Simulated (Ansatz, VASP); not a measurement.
# Two plane-wave programs on Nb

File INCAR:

```
  PREC = Accurate
  ENCUT = 520
  EDIFF = 1E-7
  ISMEAR = -1
  SIGMA = 0.05
  LREAL = F
  LASPH = T
  NELM = 150
  ALGO = Normal
  ISIF = 2
  LWAVE = F
  LCHARG = T
  ISPIN = 2
  MAGMOM = 1
  LORBIT = 11
  LMAXMIX = 4
  GGA = PS
  LELF = T
  LVHAR = T
  NBANDS = 16
```

Contents of KPOINTS:

```
Automatic mesh
0
Gamma
  22 22 22
```

The input POSCAR:

```
Nb
1.0
   -1.5896172372      1.5896172372      1.5896172372
    1.5896172372     -1.5896172372      1.5896172372
    1.5896172372      1.5896172372     -1.5896172372
Nb
1
Direct
    0.0000000000      0.0000000000      0.0000000000
```

Input for Ansatz:

```yaml
crystal:
  lattice:
    - [-1.5896172372, 1.5896172372, 1.5896172372]
    - [1.5896172372, -1.5896172372, 1.5896172372]
    - [1.5896172372, 1.5896172372, -1.5896172372]
  atoms:
    - { symbol: Nb, position: [0.0, 0.0, 0.0], spin: 1.0 }
hamiltonian:
  xc: pbesol
  pseudopotentials:
    kind: paw
    azcp:
      Nb: "pseudopotentials/Nb.paw.azcp"
basis:
  ecutwfc: 420
  fft_grid_basis: typed
kpoints:
  mp_grid: { grid: [22, 22, 22], shift: [0, 0, 0] }
magnetization:
  spin_polarized: true
scf:
  occupations: { method: fermi_dirac, width: 0.05 }
output:
  stress: true
```

Alike in both runs: task single point; functional PBEsol; k mesh 22 × 22 × 22; occupations fermi-dirac, width 0.05 eV; collinear spin.

|  | VASP | Ansatz |
| --- | --- | --- |
| version | VASP 6.6.1 | Ansatz 0.2.0 |
| potentials or method | VASP PAW PBE potentials, release 64 (Nb_sv), cutoff 520 eV | plane waves (420 eV) with PAW, scalar-relativistic |
| valence electrons in the cell | 13 | 13 |

|  | VASP | Ansatz | Ansatz less VASP |
| --- | --- | --- | --- |
| pressure (GPa) | 17.9 | 18.3 | +0.31 |
| net moment per atom (μB) | 0.00 | 0.00 | 0.000 |

VASP's potentials were made for PBE, not for PBEsol, and Ansatz warns of the same on its side. Ansatz's warnings: seeded moment not kept.
